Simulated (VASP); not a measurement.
# SnSe (Fm-3m) in VASP: a series of runs

Aim: see how the results for SnSe move with the level of theory and the settings. Levels: PBE, PBE-based screened hybrid. Tasks: single point.

Everything below comes from runs of VASP 6.6.1. Logs are shortened: lines on timing, memory, paths and dates and some standing lists are left out, and cuts for length are marked.

### 1 The cell of the first run

Symmetry: Fm-3m, No. 225, cubic system. Conventional cell: a = 6.020 Å, b = 6.020 Å, c = 6.020 Å, α = 90.00°, β = 90.00°, γ = 90.00°. Sn (site symmetry m-3m) has 6 Se at 3.01 Å within 4.0 Å. Within 4.0 Å of Se (site symmetry m-3m) lie 6 Sn at 3.01 Å.

### 2 Single point, PBE

The input, INCAR:

```
SYSTEM = SnSe
ALGO = Normal ; EDIFF = 1E-6
ENCUT = 500 ; GGA = PE
GGA_COMPAT = .FALSE. ; ISIF = 2
ISMEAR = -1 ; LASPH = .TRUE.
LCHARG = .FALSE. ; LREAL = .FALSE.
LWAVE = .FALSE. ; NBANDS = 17
NELM = 120 ; PREC = Accurate
SIGMA = 0.04
```

The input, KPOINTS:

```
k-points
0
G
  4 4 4
  0 0 0
```

The input, POSCAR:

```
SnSe
1.0
    0.0000000000      3.0100000000      3.0100000000
    3.0100000000      0.0000000000      3.0100000000
    3.0100000000      3.0100000000      0.0000000000
Sn Se
1 1
Direct
    0.0000000000      0.0000000000      0.0000000000
    0.5000000000      0.5000000000      0.5000000000
```

Potentials or basis: VASP PAW PBE potentials, release 64 (Sn_d, Se).

Started as:

```
$ cat potpaw_PBE.64/Sn_d/POTCAR potpaw_PBE.64/Se/POTCAR > POTCAR
$ mpirun -np 1 vasp_std > vasp.out
```

OUTCAR:

```text
SYSTEM = SnSe
   EDIFF = 1E-6
   ENCUT = 500
   GGA = PE
   ISIF = 2
   ISMEAR = -1
   LASPH = .TRUE.
   LREAL = .FALSE.
   NELM = 120
   PREC = Accurate

 ion  position               nearest neighbor table
   1  0.000  0.000  0.000-   2 3.01   2 3.01   2 3.01   2 3.01   2 3.01   2 3.01
   2  0.500  0.500  0.500-   1 3.01   1 3.01   1 3.01   1 3.01   1 3.01   1 3.01

  LATTYP: Found a face centered cubic cell.
 ALAT       =     6.0200000000

  Lattice vectors:

 A1 = (   0.0000000000,   3.0100000000,   3.0100000000)
 A2 = (   3.0100000000,   0.0000000000,   3.0100000000)
 A3 = (   3.0100000000,   3.0100000000,   0.0000000000)

Analysis of symmetry for initial positions (statically):
=====================================================================
 Subroutine PRICEL returns:
 Original cell was already a primitive cell.

 Routine SETGRP: Setting up the symmetry group for a
 face centered cubic supercell.

 Subroutine GETGRP returns: Found 48 space group operations
[... 9 lines left out ...]

 Routine SETGRP: Setting up the symmetry group for a
 face centered cubic supercell.

 Subroutine GETGRP returns: Found 48 space group operations
[... 11 lines left out ...]
                                     Primitive cell

  volume of cell :      54.5418

  direct lattice vectors                    reciprocal lattice vectors
     0.000000000  3.010000000  3.010000000    -0.166112957  0.166112957  0.166112957
     3.010000000  0.000000000  3.010000000     0.166112957 -0.166112957  0.166112957
     3.010000000  3.010000000  0.000000000     0.166112957  0.166112957 -0.166112957

  length of vectors
     4.256782823  4.256782823  4.256782823     0.287716081  0.287716081  0.287716081

  position of ions in fractional coordinates (direct lattice)
     0.000000000  0.000000000  0.000000000
     0.500000000  0.500000000  0.500000000

  ion indices of the primitive-cell ions
   primitive index   ion index
                 1           1
                 2           2

----------------------------------------------------------------------------------------

 KPOINTS: k-points

Automatic generation of k-mesh.
 Grid dimensions read from file:
 generate k-points for:    4    4    4

 Generating k-lattice:

  Cartesian coordinates                     Fractional coordinates (reciprocal lattice)
    -0.041528239  0.041528239  0.041528239     0.250000000  0.000000000  0.000000000
[... 37 lines left out ...]
   LNONCOLLINEAR =      F non collinear calculations
   LSORBIT =      F    spin-orbit coupling
   LASPH  =      T    aspherical Exc in radial PAW
   ENCUT  =  500.0 eV  36.75 Ry    6.06 a.u.   7.76  7.76  7.76*2*pi/ulx,y,z
   NELM   =    120;   NELMIN=  2; NELMDL= -5     # of ELM steps
   EDIFF  = 0.1E-05   stopping-criterion for ELM
   LREAL  =      F    real-space projection
   EDIFFG = 0.1E-04   stopping-criterion for IOM
   NSW    =      0    number of steps for IOM
   IBRION =     -1    ionic relax: 0-MD 1-quasi-New 2-CG
   NFREE  =      0    steps in history (QN), initial steepest desc. (CG)
   ISIF   =      2    stress and relaxation
   ISYM   =      2    0-nonsym 1-usesym 2-fastsym
   POTIM  = 0.5000    time-step for ionic-motion
   TEBEG  =    0.0;   TEEND  =   0.0 temperature during run
   PSTRESS=    0.0 pullay stress
   NELECT =      20.0000    total number of electrons
   NUPDOWN=      -1.0000    fix difference up-down
   EMIN   =  10.00;   EMAX   =-10.00  energy-range for DOS
   EFERMI =   0.00;   METHOD = LEGACY
   ISMEAR =    -1;   SIGMA  =   0.04  broadening in eV -4-tet -1-fermi 0-gaus
   EFERMI_NEDOS =   21; number of points for ismear=-14 and -15
   IALGO  =     38    algorithm
   IMIX   =      4    mixing-type and parameters
     AMIX     =   0.40;   BMIX     =  1.00
     AMIX_MAG =   1.60;   BMIX_MAG =  1.00
  volume/ion in A,a.u.               =      27.27       184.03
  Fermi-wavevector in a.u.,A,eV,Ry     =   1.171768  2.214321 18.681350  1.373040
  Thomas-Fermi vector in A             =   2.308207
   LORBIT       =      0    0 simple, 1 ext, 2 COOP (PROOUT), +10 PAW based schemes
   GGA     = PE    functional components
   LHFCALC =     F    Hartree Fock is set to
   AEXX    =    0.0000 exact exchange contribution
   IVDW    =     0    specifies the selected vdW correction
   LEPSILON=     F    determine dielectric tensor
   LRPA    =     F    only Hartree local field effects (RPA)
 non-spin polarized calculation
  energy-cutoff  :      500.00
  volume of cell :       54.54
 maximum number of plane-waves:      1411
 NGX is ok and might be reduce to    32
   NGX = 15   NGY = 15   NGZ = 15

 number of electron      20.0000005 magnetization

 Free energy of the ion-electron system (eV)
  ---------------------------------------------------
  ext. energy  EPLUGINS =         0.00000000
  ---------------------------------------------------
  free energy    TOTEN  =        -8.26589531 eV

  energy without entropy =       -8.26582784  energy(sigma->0) =       -8.26586157

 E-fermi :   5.8369     XC(G=0):  -9.6276

 val. band max:        5.5533263512   @ k =   0.5000   0.0000   0.0000
 cond. band min:       6.1203976041   @ k =   0.5000   0.0000   0.0000
 fundamental gap:      0.5670712529
 Fermi energy:         5.8368619889

 k-point     1 :       0.0000    0.0000    0.0000
  band No.  band energies     occupation
      1     -16.0623      2.00000
      2     -16.0623      2.00000
      3     -16.0623      2.00000
      4     -16.0620      2.00000
      5     -16.0620      2.00000
      6      -8.3421      2.00000
[... 137 lines left out ...]
      4     -16.0569      2.00000
      5     -16.0448      2.00000
      6      -7.1204      2.00000
[... 9 lines left out ...]
     16      16.8210      0.00000
     17      18.3118      0.00000

------------------------ aborting loop because EDIFF is reached ----------------------------------------

  FORCE on cell =-STRESS in cart. coord.  units (eV):
  Direction    XX          YY          ZZ          XY          YZ          ZX
  --------------------------------------------------------------------------------------
  -------------------------------------------------------------------------------------
  Total       -0.1503771     -0.1503771     -0.1503771      0.0000000      0.0000000      0.0000000
  in kB       -4.4173607     -4.4173607     -4.4173607      0.0000000      0.0000000      0.0000000
  external PRESSURE =      -4.4173607 kB  Pullay stress =       0.0000000 kB

 VOLUME and BASIS-vectors are now :
 -----------------------------------------------------------------------------
  energy-cutoff  :      500.00
  volume of cell :       54.54
      direct lattice vectors                 reciprocal lattice vectors
     0.000000000  3.010000000  3.010000000    -0.166112957  0.166112957  0.166112957
     3.010000000  0.000000000  3.010000000     0.166112957 -0.166112957  0.166112957
     3.010000000  3.010000000  0.000000000     0.166112957  0.166112957 -0.166112957

 POSITION                                       TOTAL-FORCE (eV/Angst)
 -----------------------------------------------------------------------------------
      0.00000      0.00000      0.00000         0.000000      0.000000      0.000000
      3.01000      3.01000      3.01000        -0.000000     -0.000000     -0.000000
 -----------------------------------------------------------------------------------
    total drift:                                0.000000     -0.000000     -0.000000

  FREE ENERGIE OF THE ION-ELECTRON SYSTEM (eV)
  ---------------------------------------------------
  free  energy   TOTEN  =        -8.2658953065 eV

  energy  without entropy=       -8.2658278422  energy(sigma->0) =       -8.26586157
```

stdout:

```text
POSCAR found type information on POSCAR SnSe
 POSCAR found :  2 types and       2 ions
 scaLAPACK will be used
 LDA part: xc-table for (Slater+PW92), standard interpolation
 POSCAR, INCAR and KPOINTS ok, starting setup
 FFT: planning ... GRIDC
 FFT: planning ... GRID_SOFT
 FFT: planning ... GRID
 WAVECAR not read
 entering main loop
```

Run time: 6.3 s. Hardware: 1 thread of Intel Xeon 6975P-C (Granite Rapids), shared host; peak memory 0.17 GiB.

What came out:

- Free energy: -8.2659 eV
- Pressure: -0.4 GPa
- Band gap on the k mesh: 0.57 eV, direct

Caveat: the k points lie up to 0.45 Å⁻¹ apart; spin-orbit coupling is left out, which moves the levels of the heavy elements.

### 3 Single point, PBE-based screened hybrid

POSCAR is that of step 2.

The input, INCAR.step1:

```
SYSTEM = SnSe
PREC     = Accurate       ! precision mode
ENCUT    = 520            ! plane-wave cutoff, eV
EDIFF    = 1E-5           ! SCF threshold, eV
ISMEAR   = -1             ! smearing method
SIGMA    = 0.05           ! smearing width, eV
LREAL    = .False.        ! projectors in reciprocal space
LASPH    = .True.         ! aspherical terms in the spheres
NELM     = 100            ! most SCF steps
ALGO     = Normal         ! electronic algorithm
ISIF     = 2              ! what is computed and relaxed
LWAVE    = .True.         ! write WAVECAR
LCHARG   = .False.        ! write CHGCAR
GGA      = PE             ! functional
NBANDS   = 17             ! bands
```

The input, INCAR.step2:

```
SYSTEM = SnSe
PREC     = Accurate       ! precision mode
ENCUT    = 520            ! plane-wave cutoff, eV
EDIFF    = 1E-6           ! SCF threshold, eV
ISMEAR   = -1             ! smearing method
SIGMA    = 0.05           ! smearing width, eV
LREAL    = .False.        ! projectors in reciprocal space
LASPH    = .True.         ! aspherical terms in the spheres
NELM     = 100            ! most SCF steps
ALGO     = Normal         ! electronic algorithm
ISIF     = 2              ! what is computed and relaxed
LWAVE    = .False.        ! write WAVECAR
LCHARG   = .False.        ! write CHGCAR
GGA      = PE             ! functional
LHFCALC  = .True.         ! exact exchange
AEXX     = 0.25           ! exact-exchange fraction
HFSCREEN = 0.2            ! screening, 1/A
PRECFOCK = Normal       
ISTART   = 1            
NBANDS   = 17             ! bands
```

The input, KPOINTS:

```
Automatic mesh
0
Gamma
  4 4 4
  0 0 0
```

Potentials or basis: VASP PAW PBE potentials, release 64 (Sn_d, Se).

Started as:

```
$ cat potpaw_PBE.64/Sn_d/POTCAR potpaw_PBE.64/Se/POTCAR > POTCAR
$ cp INCAR.step1 INCAR
$ mpirun -np 1 vasp_std > vasp.out
$ cp INCAR.step2 INCAR
$ mpirun -np 1 vasp_std > vasp.out
```

OUTCAR:

```text
SYSTEM = SnSe
   PREC = Accurate
   ENCUT = 520
   EDIFF = 1E-6
   ISMEAR = -1
   LREAL = .False.
   LASPH = .True.
   NELM = 100
   ISIF = 2
   GGA = PE
   LHFCALC = .True.
   AEXX = 0.25
   HFSCREEN = 0.2
   PRECFOCK = Normal
   ISTART = 1

 ion  position               nearest neighbor table
   1  0.000  0.000  0.000-   2 3.01   2 3.01   2 3.01   2 3.01   2 3.01   2 3.01
   2  0.500  0.500  0.500-   1 3.01   1 3.01   1 3.01   1 3.01   1 3.01   1 3.01

  LATTYP: Found a face centered cubic cell.
 ALAT       =     6.0200000000

  Lattice vectors:

 A1 = (   0.0000000000,   3.0100000000,   3.0100000000)
 A2 = (   3.0100000000,   0.0000000000,   3.0100000000)
 A3 = (   3.0100000000,   3.0100000000,   0.0000000000)

Analysis of symmetry for initial positions (statically):
=====================================================================
 Subroutine PRICEL returns:
 Original cell was already a primitive cell.

 Routine SETGRP: Setting up the symmetry group for a
 face centered cubic supercell.

 Subroutine GETGRP returns: Found 48 space group operations
[... 9 lines left out ...]

[... 141 lines left out ...]
  free energy    TOTEN  =        -9.81844318 eV

  energy without entropy =       -9.81783545  energy(sigma->0) =       -9.81813932

 E-fermi :   5.8373     XC(G=0):  -8.0057

 val. band max:        5.5989115475   @ k =   0.5000   0.0000   0.0000
 cond. band min:       6.0757547753   @ k =   0.5000   0.0000   0.0000
 fundamental gap:      0.4768432278
 Fermi energy:         5.8373331563

 k-point     1 :       0.0000    0.0000    0.0000
  band No.  band energies     occupation
      1     -18.5626      2.00000
      2     -18.5626      2.00000
      3     -18.5560      2.00000
      4     -18.5560      2.00000
      5     -18.5560      2.00000
      6     -10.1058      2.00000
[... 137 lines left out ...]
      4     -18.5508      2.00000
      5     -18.5384      2.00000
      6      -8.7249      2.00000
[... 9 lines left out ...]
     16      17.5153      0.00000
     17      19.0510      0.00000

------------------------ aborting loop because EDIFF is reached ----------------------------------------

  FORCE on cell =-STRESS in cart. coord.  units (eV):
  Direction    XX          YY          ZZ          XY          YZ          ZX
  --------------------------------------------------------------------------------------
  -------------------------------------------------------------------------------------
  Total       -0.6406743     -0.6406743     -0.6406743      0.0000000     -0.0000000      0.0000000
  in kB      -18.8199482    -18.8199482    -18.8199482      0.0000000     -0.0000000      0.0000000
  external PRESSURE =     -18.8199482 kB  Pullay stress =       0.0000000 kB

 VOLUME and BASIS-vectors are now :
 -----------------------------------------------------------------------------
  energy-cutoff  :      520.00
  volume of cell :       54.54
      direct lattice vectors                 reciprocal lattice vectors
     0.000000000  3.010000000  3.010000000    -0.166112957  0.166112957  0.166112957
     3.010000000  0.000000000  3.010000000     0.166112957 -0.166112957  0.166112957
     3.010000000  3.010000000  0.000000000     0.166112957  0.166112957 -0.166112957

 POSITION                                       TOTAL-FORCE (eV/Angst)
 -----------------------------------------------------------------------------------
      0.00000      0.00000      0.00000        -0.000000     -0.000000      0.000000
      3.01000      3.01000      3.01000         0.000000      0.000000     -0.000000
 -----------------------------------------------------------------------------------
    total drift:                                0.000000     -0.000000      0.000001

  FREE ENERGIE OF THE ION-ELECTRON SYSTEM (eV)
  ---------------------------------------------------
  free  energy   TOTEN  =        -9.8184431801 eV

  energy  without entropy=       -9.8178354513  energy(sigma->0) =       -9.81813932
```

OUTCAR.step1:

```text
SYSTEM = SnSe
   PREC = Accurate
   ENCUT = 520
   EDIFF = 1E-5
   ISMEAR = -1
   LREAL = .False.
[... 362 lines left out ...]
      0.00000      0.00000      0.00000        -0.000000     -0.000000      0.000000
      3.01000      3.01000      3.01000         0.000000      0.000000     -0.000000
 -----------------------------------------------------------------------------------
    total drift:                                0.000000     -0.000000     -0.000000

  FREE ENERGIE OF THE ION-ELECTRON SYSTEM (eV)
  ---------------------------------------------------
  free  energy   TOTEN  =        -8.2659975113 eV

  energy  without entropy=       -8.2657110679  energy(sigma->0) =       -8.26585429
```

OSZICAR.step1:

```text
N       E                     dE             d eps       ncg     rms          rms(c)
DAV:   1     0.132754979817E+03    0.13275E+03   -0.10164E+04   280   0.149E+03
DAV:   2     0.390397288847E+01   -0.12885E+03   -0.12552E+03   296   0.362E+02
DAV:   3    -0.812062513231E+01   -0.12025E+02   -0.11956E+02   342   0.930E+01
DAV:   4    -0.841894268982E+01   -0.29832E+00   -0.29814E+00   332   0.155E+01
DAV:   5    -0.842772635371E+01   -0.87837E-02   -0.87834E-02   389   0.264E+00    0.329E+00
DAV:   6    -0.826708036817E+01    0.16065E+00   -0.40614E-01   386   0.384E+00    0.201E+00
DAV:   7    -0.826494267381E+01    0.21377E-02   -0.69553E-02   334   0.123E+00    0.924E-01
DAV:   8    -0.826602024878E+01   -0.10776E-02   -0.69074E-03   324   0.717E-01    0.806E-02
DAV:   9    -0.826596270341E+01    0.57545E-04   -0.10414E-03   398   0.253E-01    0.456E-02
DAV:  10    -0.826599408159E+01   -0.31378E-04   -0.11833E-04   349   0.654E-02    0.106E-02
DAV:  11    -0.826599751125E+01   -0.34297E-05   -0.11391E-05   292   0.282E-02
   1 F= -.82659975E+01 E0= -.82658543E+01  d E =-.286443E-03
```

It took 8.3 min on 1 thread of Intel Xeon Platinum 8375C at 2.90GHz (Ice Lake), shared host; peak memory 0.29 GiB.

Results:

- Free energy: -9.8184 eV
- Pressure: -1.9 GPa
- Band gap on the k mesh: 0.48 eV, direct

Levels at points of the mesh, in eV from the valence-band top:
| k point | band 6 | band 7 | band 8 | band 9 | band 10 | band 11 | band 12 | band 13 | band 14 | band 15 |
| --- | --- | --- | --- | --- | --- | --- | --- | --- | --- | --- |
| (0.00, 0.00, 0.00) | -15.70 | -5.67 | -2.85 | -2.85 | -2.85 | 4.81 | 4.81 | 4.81 | 6.19 | 6.19 |
| (0.50, 0.00, 0.00) | -14.67 | -9.22 | -2.60 | -2.60 | 0.00 | 0.48 | 1.40 | 1.40 | 8.71 | 10.73 |
| (0.50, 0.50, 0.00) | -14.36 | -6.78 | -6.46 | -4.43 | -4.43 | 3.16 | 5.91 | 5.91 | 6.55 | 11.03 |

Caveat: the k points lie up to 0.45 Å⁻¹ apart; the PAW data sets were made with another functional, which shifts forces and pressure a little; spin-orbit coupling is left out, which moves the levels of the heavy elements.
